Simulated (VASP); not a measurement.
# Ta in VASP: further runs, part 3 of 3

VASP 6.6.1.

### 4 Single point, PBEsol (normal strain along x -0.1100, normal strain along z -0.1500)

Input file INCAR:

```
PREC     = Accurate       # precision mode
ENCUT    = 520            # plane-wave cutoff, eV
EDIFF    = 1E-7           # SCF threshold, eV
ISMEAR   = 0              # smearing method
SIGMA    = 0.15           # smearing width, eV
LREAL    = False          # projectors in reciprocal space
LASPH    = True           # aspherical terms in the spheres
NELM     = 80             # most SCF steps
ALGO     = Fast           # electronic algorithm
ISIF     = 2              # what is computed and relaxed
LWAVE    = False          # write WAVECAR
LCHARG   = False          # write CHGCAR
GGA      = PS             # functional
NBANDS   = 12             # bands
```

Input file KPOINTS:

```
Automatic mesh
0
Gamma
  20 20 20
```

Input file POSCAR:

```
Ta
1.0
   -1.4598034852      1.6402286350      1.3941943397
    1.4598034852     -1.6402286350      1.3941943397
    1.4598034852      1.6402286350     -1.3941943397
Ta
1
Direct
    0.0000000000      0.0000000000      0.0000000000
```

Potentials or basis: VASP PAW PBE potentials, release 64 (Ta_pv).

Started as:

```console
$ cat potpaw_PBE.64/Ta_pv/POTCAR > POTCAR
$ mpirun -np 1 vasp_std > vasp.out
```

OUTCAR:

```text
PREC = Accurate
   ENCUT = 520
   EDIFF = 1E-7
   ISMEAR = 0
   LREAL = False
   LASPH = True
   NELM = 80
   ISIF = 2
   GGA = PS

 ion  position               nearest neighbor table
   1  0.000  0.000  0.000-

  LATTYP: Found a body centered orthorhombic cell.
 ALAT       =     2.7883886794
 B/A-ratio  =     1.0470588236
 C/A-ratio  =     1.1764705883

  Lattice vectors:

 A1 = (   1.4598034852,  -1.6402286350,   1.3941943397)
 A2 = (  -1.4598034852,  -1.6402286350,  -1.3941943397)
 A3 = (   1.4598034852,   1.6402286350,  -1.3941943397)

[... 530 lines left out ...]
      4       2.4671      2.00000
      5       6.2312      2.00000
      6       9.3526      0.00000
      7      11.6862      0.00000
      8      14.4801      0.00000
      9      16.4865      0.00000
     10      22.2044      0.00000
     11      23.6201      0.00000
     12      28.1171      0.00000

 [... further k-points ...]
[... 5 lines left out ...]
  --------------------------------------------------------------------------------------
  -------------------------------------------------------------------------------------
  Total        9.1946134      6.5879565      9.7656103      0.0000000      0.0000000      0.0000000
  in kB     1103.2195832    790.4587532   1171.7308857      0.0000000      0.0000000      0.0000000
  external PRESSURE =    1021.8030740 kB  Pullay stress =       0.0000000 kB

 VOLUME and BASIS-vectors are now :
 -----------------------------------------------------------------------------
  energy-cutoff  :      520.00
  volume of cell :       13.35
      direct lattice vectors                 reciprocal lattice vectors
    -1.459803485  1.640228635  1.394194340     0.000000000  0.304835551  0.358630060
     1.459803485 -1.640228635  1.394194340     0.342511855  0.000000000  0.358630060
     1.459803485  1.640228635 -1.394194340     0.342511855  0.304835551  0.000000000

 POSITION                                       TOTAL-FORCE (eV/Angst)
 -----------------------------------------------------------------------------------
      0.00000      0.00000      0.00000         0.000000      0.000000      0.000000
 -----------------------------------------------------------------------------------
    total drift:                                0.000000      0.000000      0.000000

  FREE ENERGIE OF THE ION-ELECTRON SYSTEM (eV)
  ---------------------------------------------------
  free  energy   TOTEN  =       -11.3409548040 eV

  energy  without entropy=      -11.3298170704  energy(sigma->0) =      -11.33538594
```

Run time: 64 s. Hardware: 1 thread of Intel Xeon 6975P-C (Granite Rapids), shared host; peak memory 0.28 GiB.

Results:

* Free energy: -11.3410 eV
* Pressure: 102.2 GPa

Caveat: the cell differs from its parent crystal (normal strain along x -0.1100, normal strain along z -0.1500); the PAW data sets were made with another functional, which shifts forces and pressure a little; spin-orbit coupling is left out, which moves the levels of the heavy elements.

### 5 Single point, PBEsol (normal strain along x -0.1100, normal strain along z +0.0000)

Input file INCAR:

```
PREC = Accurate
ENCUT = 520
EDIFF = 1E-6
ISMEAR = 0
SIGMA = 0.15
LREAL = False
LASPH = True
NELM = 60
ALGO = Fast
ISIF = 2
LWAVE = False
LCHARG = False
GGA = PS
NBANDS = 12
```

KPOINTS is that of step 4.

Input file POSCAR:

```
Ta
1.0
   -1.4598034852      1.6402286350      1.6402286350
    1.4598034852     -1.6402286350      1.6402286350
    1.4598034852      1.6402286350     -1.6402286350
Ta
1
Direct
    0.0000000000      0.0000000000      0.0000000000
```

Potentials or basis: VASP PAW PBE potentials, release 64 (Ta_pv).

Started as:

```console
$ cat potpaw_PBE.64/Ta_pv/POTCAR > POTCAR
$ mpirun -np 1 vasp_std > vasp.out
```

OUTCAR:

```text
PREC = Accurate
   ENCUT = 520
   EDIFF = 1E-6
   ISMEAR = 0
   LREAL = False
   LASPH = True
   NELM = 60
   ISIF = 2
   GGA = PS

 ion  position               nearest neighbor table
   1  0.000  0.000  0.000-

  LATTYP: Found a body centered tetragonal cell.
 ALAT       =     3.2804572700
 C/A-ratio  =     0.8900000000

  Lattice vectors:

 A1 = (  -1.4598034852,   1.6402286350,  -1.6402286350)
 A2 = (  -1.4598034852,  -1.6402286350,   1.6402286350)
 A3 = (   1.4598034852,   1.6402286350,   1.6402286350)

[... 531 lines left out ...]
      5       5.9361      2.00000
      6       7.1740      0.00000
      7       8.7950      0.00000
      8       9.4565      0.00000
      9      11.6987      0.00000
     10      21.6132      0.00000
     11      23.1345      0.00000
     12      24.0683      0.00000

 [... further k-points ...]
[... 5 lines left out ...]
  --------------------------------------------------------------------------------------
  -------------------------------------------------------------------------------------
  Total        4.1468031      2.6168138      2.6168138      0.0000000      0.0000000      0.0000000
  in kB      422.9225340    266.8825840    266.8825840      0.0000000      0.0000000      0.0000000
  external PRESSURE =     318.8959007 kB  Pullay stress =       0.0000000 kB

 VOLUME and BASIS-vectors are now :
 -----------------------------------------------------------------------------
  energy-cutoff  :      520.00
  volume of cell :       15.71
      direct lattice vectors                 reciprocal lattice vectors
    -1.459803485  1.640228635  1.640228635     0.000000000  0.304835551  0.304835551
     1.459803485 -1.640228635  1.640228635     0.342511855  0.000000000  0.304835551
     1.459803485  1.640228635 -1.640228635     0.342511855  0.304835551  0.000000000

 POSITION                                       TOTAL-FORCE (eV/Angst)
 -----------------------------------------------------------------------------------
      0.00000      0.00000      0.00000         0.000000      0.000000     -0.000000
 -----------------------------------------------------------------------------------
    total drift:                                0.000000     -0.000000      0.000000

  FREE ENERGIE OF THE ION-ELECTRON SYSTEM (eV)
  ---------------------------------------------------
  free  energy   TOTEN  =       -12.3228516638 eV

  energy  without entropy=      -12.3102976949  energy(sigma->0) =      -12.31657468
```

OSZICAR:

```text
N       E                     dE             d eps       ncg     rms          rms(c)
DAV:   1     0.607075137727E+02    0.60708E+02   -0.61229E+03 15464   0.896E+02
DAV:   2    -0.117372761640E+02   -0.72445E+02   -0.70498E+02 17092   0.250E+02
DAV:   3    -0.127279434285E+02   -0.99067E+00   -0.98269E+00 18328   0.274E+01
DAV:   4    -0.127300485733E+02   -0.21051E-02   -0.21050E-02 16744   0.141E+00
DAV:   5    -0.127300537333E+02   -0.51599E-05   -0.51607E-05 17904   0.663E-02    0.176E+01
RMM:   6    -0.124282410173E+02    0.30181E+00   -0.18454E-01 16423   0.360E+00    0.905E+00
RMM:   7    -0.123238132372E+02    0.10443E+00   -0.21313E-01 17553   0.379E+00    0.343E-01
RMM:   8    -0.123228032451E+02    0.10100E-02   -0.81721E-03 18946   0.920E-01    0.253E-01
RMM:   9    -0.123228711114E+02   -0.67866E-04   -0.75574E-04 19487   0.289E-01    0.445E-02
RMM:  10    -0.123228548708E+02    0.16241E-04   -0.93883E-05 19468   0.105E-01    0.752E-03
RMM:  11    -0.123228515943E+02    0.32765E-05   -0.15124E-05 18540   0.423E-02    0.522E-03
RMM:  12    -0.123228516638E+02   -0.69535E-07   -0.24005E-06 15924   0.161E-02
   1 F= -.12322852E+02 E0= -.12316575E+02  d E =-.125540E-01
```

stdout:

```text
POSCAR found type information on POSCAR Ta
 POSCAR found :  1 types and       1 ions
 scaLAPACK will be used
 -----------------------------------------------------------------------------
|                                                                             |
|                                                                             |
|     You enforced a specific xc type in the INCAR file but a different       |
|     I HOPE YOU KNOW WHAT YOU ARE DOING!                                     |
|                                                                             |
 -----------------------------------------------------------------------------

 LDA part: xc-table for (Slater+PW92), standard interpolation
 POSCAR, INCAR and KPOINTS ok, starting setup
 FFT: planning ... GRIDC
 FFT: planning ... GRID_SOFT
 FFT: planning ... GRID
 WAVECAR not read
 entering main loop
WARNING in EDDRMM: call to ZHEGV failed, returncode =   8  4     11
WARNING in EDDRMM: call to ZHEGV failed, returncode =   8  4     12
WARNING in EDDRMM: call to ZHEGV failed, returncode =   6  3     12
```

Run time: 33 s. Hardware: 1 thread of Intel Xeon 6975P-C (Granite Rapids), shared host; peak memory 0.22 GiB.

Results:

```yaml
Free_energy: -12.3229 eV
Pressure: 31.9 GPa
```

Caveat: the cell differs from its parent crystal (normal strain along x -0.1100, normal strain along z +0.0000); the PAW data sets were made with another functional, which shifts forces and pressure a little; spin-orbit coupling is left out, which moves the levels of the heavy elements.

### 6 Summary

| cell | gap on the mesh (eV) | pressure (GPa) |
| --- | --- | --- |
| a = 2.990 Å, angles 113.5, 113.5, 101.8°, 1 atom | none | -20.9 |
| a = 2.706 Å, angles 105.4, 105.4, 118.0°, 1 atom | none | 49.9 |
| a = 2.601 Å, angles 111.7, 101.8, 115.2°, 1 atom | none | 102.2 |
| a = 2.741 Å, angles 115.6, 106.5, 106.5°, 1 atom | none | 31.9 |

Alike in all rows: task single point; level PBEsol; potentials or basis VASP PAW PBE potentials, release 64 (Ta_pv); no spin polarisation; k mesh 20 × 20 × 20; cutoff (eV) 520; smearing gaussian 0.15 eV.

Caveats: the PAW data sets were made with another functional, which shifts forces and pressure a little; spin-orbit coupling is left out, which moves the levels of the heavy elements.

Total energies depend on the potentials used, so only differences within one code and one set of settings carry meaning.
